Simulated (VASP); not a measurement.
# Li (Fd-3m) in VASP: a series of runs

Runs on Li. Level: BLYP. Tasks: single point.

Everything below comes from runs of VASP 6.6.1. Logs are shortened: lines on timing, memory, paths and dates and some standing lists are left out, and cuts for length are marked.

## 1. The cell of the first run

Symmetry: Fd-3m, No. 227, cubic system. Conventional cell: a = 6.073 Å, b = 6.073 Å, c = 6.073 Å, α = 90.00°, β = 90.00°, γ = 90.00°. Within 3.5 Å of Li (site symmetry -43m) lie 4 Li at 2.63 Å.

## 2. Single point, BLYP

Input file INCAR:

```
PREC = Accurate ; ENCUT = 520
EDIFF = 1E-6 ; ISMEAR = -1
SIGMA = 0.1 ; LREAL = F
LASPH = T ; NELM = 100
ALGO = Normal ; ISIF = 2
LWAVE = F ; LCHARG = F
GGA = B5 ; ALDAX = 1.0
AGGAX = 1.0 ; AGGAC = 1.0
ALDAC = 0.0 ; NBANDS = 10
```

Input file KPOINTS:

```
regular mesh
0
Gamma
  10 10 10
```

Input file POSCAR:

```
Li
1.0
    0.0000000000      3.0364081056      3.0364081056
    3.0364081056      0.0000000000      3.0364081056
    3.0364081056      3.0364081056      0.0000000000
Li
2
Direct
    0.1250000000      0.1250000000      0.1250000000
    0.8750000000      0.8750000000      0.8750000000
```

Potentials or basis: VASP PAW PBE potentials, release 64 (Li_sv).

Launch:

```bash
$ cat potpaw_PBE.64/Li_sv/POTCAR > POTCAR
$ mpirun -np 1 vasp_std > vasp.out
```

OUTCAR:

```text
PREC = Accurate
   ENCUT = 520
   EDIFF = 1E-6
   ISMEAR = -1
   LREAL = F
   LASPH = T
   NELM = 100
   ISIF = 2
   GGA = B5

 ion  position               nearest neighbor table
   1  0.125  0.125  0.125-
   2  0.875  0.875  0.875-

  LATTYP: Found a face centered cubic cell.
 ALAT       =     6.0728162112

  Lattice vectors:

 A1 = (   0.0000000000,   3.0364081056,   3.0364081056)
 A2 = (   3.0364081056,   0.0000000000,   3.0364081056)
 A3 = (   3.0364081056,   3.0364081056,   0.0000000000)

Analysis of symmetry for initial positions (statically):
=====================================================================
 Subroutine PRICEL returns:
 Original cell was already a primitive cell.

 Routine SETGRP: Setting up the symmetry group for a
 face centered cubic supercell.

 Subroutine GETGRP returns: Found 48 space group operations
 (whereof 12 operations were pure point group operations)
 out of a pool of 48 trial point group operations.

The static configuration has the point symmetry D_3d.
 The point group associated with its full space group is O_h .

Analysis of symmetry for dynamics (positions and initial velocities):
=====================================================================
 Subroutine PRICEL returns:
 Original cell was already a primitive cell.

 Routine SETGRP: Setting up the symmetry group for a
 face centered cubic supercell.

 Subroutine GETGRP returns: Found 48 space group operations
 (whereof 12 operations were pure point group operations)
 out of a pool of 48 trial point group operations.

The dynamic configuration has the point symmetry D_3d.
 The point group associated with its full space group is O_h .

 Subroutine INISYM returns: Found 48 space group operations
 (whereof 12 operations are pure point group operations),
 and found     1 'primitive' translations

----------------------------------------------------------------------------------------

                                     Primitive cell

  volume of cell :      55.9900

  direct lattice vectors                    reciprocal lattice vectors
     0.000000000  3.036408106  3.036408106    -0.164668247  0.164668247  0.164668247
     3.036408106  0.000000000  3.036408106     0.164668247 -0.164668247  0.164668247
     3.036408106  3.036408106  0.000000000     0.164668247  0.164668247 -0.164668247

  length of vectors
     4.294129524  4.294129524  4.294129524     0.285213770  0.285213770  0.285213770

  position of ions in fractional coordinates (direct lattice)
     0.125000000  0.125000000  0.125000000
     0.875000000  0.875000000  0.875000000

  ion indices of the primitive-cell ions
   primitive index   ion index
                 1           1
                 2           2

----------------------------------------------------------------------------------------

 KPOINTS: regular mesh

Automatic generation of k-mesh.
 Grid dimensions read from file:
 generate k-points for:   10   10   10

 Generating k-lattice:

  Cartesian coordinates                     Fractional coordinates (reciprocal lattice)
    -0.016466825  0.016466825  0.016466825     0.100000000  0.000000000  0.000000000
     0.016466825 -0.016466825  0.016466825     0.000000000  0.100000000  0.000000000
     0.016466825  0.016466825 -0.016466825     0.000000000  0.000000000  0.100000000

  Length of vectors
     0.028521377  0.028521377  0.028521377

  Shift w.r.t. Gamma in fractional coordinates (k-lattice)
     0.000000000  0.000000000  0.000000000

 Subroutine IBZKPT returns following result:
 ===========================================

 Found     47 irreducible k-points:

 Following reciprocal coordinates:
            Coordinates               Weight
  0.000000  0.000000  0.000000      1.000000
  0.100000  0.000000  0.000000      8.000000
  0.200000  0.000000  0.000000      8.000000
  0.300000  0.000000  0.000000      8.000000
  0.400000  0.000000  0.000000      8.000000
  0.500000  0.000000  0.000000      4.000000
[... 16 lines left out ...]
  0.300000  0.300000  0.000000      6.000000
  0.400000  0.300000  0.000000     24.000000
 [... further k-points ...]
   k-points           NKPTS =     47   k-points in BZ     NKDIM =     47   number of bands    NBANDS=     10
   number of dos      NEDOS =    301   number of ions     NIONS =      2
   total plane-waves  NPLWV =  32768
   dimension x,y,z NGX =    32 NGY =   32 NGZ =   32
   dimension x,y,z NGXF=    64 NGYF=   64 NGZF=   64
   ions per type =               2
   NGX,Y,Z   is equivalent  to a cutoff of  12.39, 12.39, 12.39 a.u.
   NGXF,Y,Z  is equivalent  to a cutoff of  24.78, 24.78, 24.78 a.u.
 SYSTEM =  unknown system
   PREC   = accura    normal or accurate (medium, high low for compatibility)
   ISTART =      0    job   : 0-new  1-cont  2-samecut
   ICHARG =      2    charge: 1-file 2-atom 10-const
   ISPIN  =      1    spin polarized calculation?
   LNONCOLLINEAR =      F non collinear calculations
   LSORBIT =      F    spin-orbit coupling
   LASPH  =      T    aspherical Exc in radial PAW
   ENCUT  =  520.0 eV  38.22 Ry    6.18 a.u.   7.98  7.98  7.98*2*pi/ulx,y,z
   NELM   =    100;   NELMIN=  2; NELMDL= -5     # of ELM steps
   EDIFF  = 0.1E-05   stopping-criterion for ELM
   LREAL  =      F    real-space projection
   EDIFFG = 0.1E-04   stopping-criterion for IOM
   NSW    =      0    number of steps for IOM
   IBRION =     -1    ionic relax: 0-MD 1-quasi-New 2-CG
   NFREE  =      0    steps in history (QN), initial steepest desc. (CG)
   ISIF   =      2    stress and relaxation
   ISYM   =      2    0-nonsym 1-usesym 2-fastsym
   POTIM  = 0.5000    time-step for ionic-motion
   TEBEG  =    0.0;   TEEND  =   0.0 temperature during run
   PSTRESS=    0.0 pullay stress
   NELECT =       6.0000    total number of electrons
   NUPDOWN=      -1.0000    fix difference up-down
   EMIN   =  10.00;   EMAX   =-10.00  energy-range for DOS
   EFERMI =   0.00;   METHOD = LEGACY
   ISMEAR =    -1;   SIGMA  =   0.10  broadening in eV -4-tet -1-fermi 0-gaus
   EFERMI_NEDOS =   21; number of points for ismear=-14 and -15
   IALGO  =     38    algorithm
   IMIX   =      4    mixing-type and parameters
     AMIX     =   0.40;   BMIX     =  1.00
     AMIX_MAG =   1.60;   BMIX_MAG =  1.00
  volume/ion in A,a.u.               =      27.99       188.92
  Fermi-wavevector in a.u.,A,eV,Ry     =   0.777598  1.469447  8.226879  0.604659
  Thomas-Fermi vector in A             =   1.880319
   LORBIT       =      0    0 simple, 1 ext, 2 COOP (PROOUT), +10 PAW based schemes
   GGA     = B5    functional components
   LHFCALC =     F    Hartree Fock is set to
   AEXX    =    0.0000 exact exchange contribution
   IVDW    =     0    specifies the selected vdW correction
   LEPSILON=     F    determine dielectric tensor
   LRPA    =     F    only Hartree local field effects (RPA)
 non-spin polarized calculation
  energy-cutoff  :      520.00
  volume of cell :       55.99
 maximum number of plane-waves:      1524
   NGX = 15   NGY = 15   NGZ = 15

 number of electron       5.9999989 magnetization

 Free energy of the ion-electron system (eV)
  ---------------------------------------------------
  ext. energy  EPLUGINS =         0.00000000
  ---------------------------------------------------
  free energy    TOTEN  =        -2.16859421 eV

  energy without entropy =       -2.13718574  energy(sigma->0) =       -2.15288998

 E-fermi :   0.3182     XC(G=0):  -5.8241

 val. band max:        0.3032798986   @ k =  -0.3000   0.4000   0.1000
 cond. band min:       0.3440018529   @ k =  -0.4000   0.2000   0.0000
 fundamental gap:      0.0407219543
 Fermi energy:         0.3181931209

 k-point     1 :       0.0000    0.0000    0.0000
  band No.  band energies     occupation
      1     -47.9891      2.00000
      2     -47.9326      2.00000
      3      -2.8028      2.00000
      4       5.3979      0.00000
      5       5.3979      0.00000
      6       5.3981      0.00000
      7       6.6029      0.00000
      8       6.6029      0.00000
      9       6.6029      0.00000
     10      11.3381      0.00000

 k-point     2 :       0.1000    0.0000    0.0000
  band No.  band energies     occupation
      1     -47.9880      2.00000
      2     -47.9336      2.00000
      3      -2.7070      2.00000
      4       4.4915      0.00000
      5       5.1192      0.00000
      6       5.1193      0.00000
      7       6.9581      0.00000
      8       6.9582      0.00000
      9       7.3370      0.00000
     10      10.6343      0.00000

 k-point     3 :       0.2000    0.0000    0.0000
  band No.  band energies     occupation
      1     -47.9851      2.00000
      2     -47.9365      2.00000
      3      -2.4206      2.00000
      4       3.1509      0.00000
      5       4.7024      0.00000
      6       4.7025      0.00000
      7       7.4137      0.00000
      8       7.4137      0.00000
      9       8.1890      0.00000
     10       9.8803      0.00000

 k-point     4 :       0.3000    0.0000    0.0000
  band No.  band energies     occupation
      1     -47.9809      2.00000
      2     -47.9407      2.00000
      3      -1.9468      2.00000
      4       1.8476      0.00000
      5       4.3871      0.00000
      6       4.3872      0.00000
      7       7.3932      0.00000
      8       7.3933      0.00000
      9       8.7854      0.00000
     10       9.3707      0.00000

 k-point     5 :       0.4000    0.0000    0.0000
  band No.  band energies     occupation
      1     -47.9768      2.00000
      2     -47.9448      2.00000
      3      -1.2982      2.00000
      4       0.6803      0.05214
      5       4.2032      0.00000
      6       4.2033      0.00000
      7       7.1538      0.00000
      8       7.1539      0.00000
      9       9.0722      0.00000
     10       9.1482      0.00000

 k-point     6 :       0.5000    0.0000    0.0000
  band No.  band energies     occupation
      1     -47.9748      2.00000
      2     -47.9467      2.00000
      3      -0.6938      1.99992
      4      -0.1002      1.96998
      5       4.1438      0.00000
      6       4.1439      0.00000
      7       7.0448      0.00000
      8       7.0449      0.00000
      9       8.9756      0.00000
     10       9.2708      0.00000
[... 183 lines left out ...]
 k-point    21 :      -0.3000    0.2000    0.0000
  band No.  band energies     occupation
      1     -47.9749      2.00000
      2     -47.9467      2.00000
      3      -1.1891      2.00000
      4       1.3519      0.00006
      5       2.4798      0.00000
      6       3.9635      0.00000
      7       6.8620      0.00000
      8       8.2327      0.00000
      9       9.6020      0.00000
     10      10.1977      0.00000

 k-point    22 :      -0.2000    0.2000    0.0000
  band No.  band energies     occupation
      1     -47.9793      2.00000
      2     -47.9423      2.00000
      3      -1.7852      2.00000
      4       2.5102      0.00000
      5       2.5458      0.00000
      6       4.4845      0.00000
      7       7.3962      0.00000
      8       7.8230      0.00000
      9       9.0591      0.00000
     10       9.4380      0.00000

 k-point    23 :       0.3000    0.3000    0.0000
  band No.  band energies     occupation
      1     -47.9774      2.00000
      2     -47.9442      2.00000
      3      -1.6457      2.00000
      4       2.9666      0.00000
      5       2.9667      0.00000
      6       3.2653      0.00000
      7       6.0110      0.00000
      8       6.3249      0.00000
      9      10.3757      0.00000
     10      10.3758      0.00000

 k-point    24 :       0.4000    0.3000    0.0000
  band No.  band energies     occupation
      1     -47.9733      2.00000
      2     -47.9483      2.00000
      3      -1.1644      2.00000
      4       2.2881      0.00000
      5       2.5943      0.00000
      6       2.7774      0.00000
      7       5.9926      0.00000
      8       6.5041      0.00000
      9      10.6250      0.00000
     10      11.0129      0.00000

 [... further k-points ...]
[... 5 lines left out ...]
  --------------------------------------------------------------------------------------
  -------------------------------------------------------------------------------------
  Total       -0.0245722     -0.0245722     -0.0245722      0.0000000     -0.0000000      0.0000000
  in kB       -0.7031436     -0.7031436     -0.7031436      0.0000000     -0.0000000      0.0000000
  external PRESSURE =      -0.7031436 kB  Pullay stress =       0.0000000 kB

 VOLUME and BASIS-vectors are now :
 -----------------------------------------------------------------------------
  energy-cutoff  :      520.00
  volume of cell :       55.99
      direct lattice vectors                 reciprocal lattice vectors
     0.000000000  3.036408106  3.036408106    -0.164668247  0.164668247  0.164668247
     3.036408106  0.000000000  3.036408106     0.164668247 -0.164668247  0.164668247
     3.036408106  3.036408106  0.000000000     0.164668247  0.164668247 -0.164668247

 POSITION                                       TOTAL-FORCE (eV/Angst)
 -----------------------------------------------------------------------------------
      0.75910      0.75910      0.75910        -0.000000     -0.000000     -0.000000
      5.31371      5.31371      5.31371         0.000000      0.000000      0.000000
 -----------------------------------------------------------------------------------
    total drift:                                0.000000      0.000000      0.000000

  FREE ENERGIE OF THE ION-ELECTRON SYSTEM (eV)
  ---------------------------------------------------
  free  energy   TOTEN  =        -2.1685942099 eV

  energy  without entropy=       -2.1371857429  energy(sigma->0) =       -2.15288998
```

It took 7.8 s on 1 thread of Intel Xeon 6975P-C (Granite Rapids), shared host; peak memory 0.16 GiB.

Results:

```yaml
Free_energy: -2.1686 eV
Band_gap_on_the_k_mesh: zero (band 3 reaches 0.86 eV, above the bottom of band 4 at -0.10 eV)
```

Caveat: the cutoff is under 1.25 times the usual one of these potentials, so pressure, stress and relaxed cells hold a basis-set (Pulay) error; the PAW data sets were made with another functional, which shifts forces and pressure a little.

## 3. Single point, BLYP (volume scaled by 1.04)

Input file INCAR:

```
SYSTEM = Li
AGGAC = 1.0
AGGAX = 1.0
ALDAC = 0.0
ALDAX = 1.0
ALGO = Normal
EDIFF = 1E-6
ENCUT = 520
GGA = B5
ISIF = 2
ISMEAR = -1
LASPH = .True.
LCHARG = .False.
LREAL = .False.
LWAVE = .False.
NBANDS = 10
NELM = 100
PREC = Accurate
SIGMA = 0.1
```

Input file KPOINTS:

```
k-points
0
Gamma
  10 10 10
  0 0 0
```

Input file POSCAR:

```
Li
1.0
    0.0000000000      3.0763654260      3.0763654260
    3.0763654260      0.0000000000      3.0763654260
    3.0763654260      3.0763654260      0.0000000000
Li
2
Direct
    0.1250000000      0.1250000000      0.1250000000
    0.8750000000      0.8750000000      0.8750000000
```

Potentials or basis: VASP PAW PBE potentials, release 64 (Li_sv).

Launch:

```bash
$ cat potpaw_PBE.64/Li_sv/POTCAR > POTCAR
$ mpirun -np 1 vasp_std > vasp.out
```

Run time: 8.9 s. Hardware: 1 thread of Intel Xeon 6975P-C (Granite Rapids), shared host; peak memory 0.17 GiB.

It converged, with:

```
Free energy            : -2.1682 eV
Band gap on the k mesh : zero (band 3 reaches 0.76 eV, above the bottom of band 4 at -0.23 eV)
```

Levels at points of the mesh, in eV from the Fermi level:
```
           k point  band 1  band 2  band 3  band 4  band 5  band 6
(0.00, 0.00, 0.00)  -48.30  -48.25   -3.05    4.95    4.95    4.95
(0.50, 0.00, 0.00)  -48.29  -48.27   -0.95   -0.44    3.73    3.73
(0.50, 0.50, 0.00)  -48.28  -48.28    0.10    0.10    2.03    2.03
```

Caveat: the cutoff is under 1.25 times the usual one of these potentials, so pressure, stress and relaxed cells hold a basis-set (Pulay) error; the PAW data sets were made with another functional, which shifts forces and pressure a little.

(Part 1 of 2 ends here.)
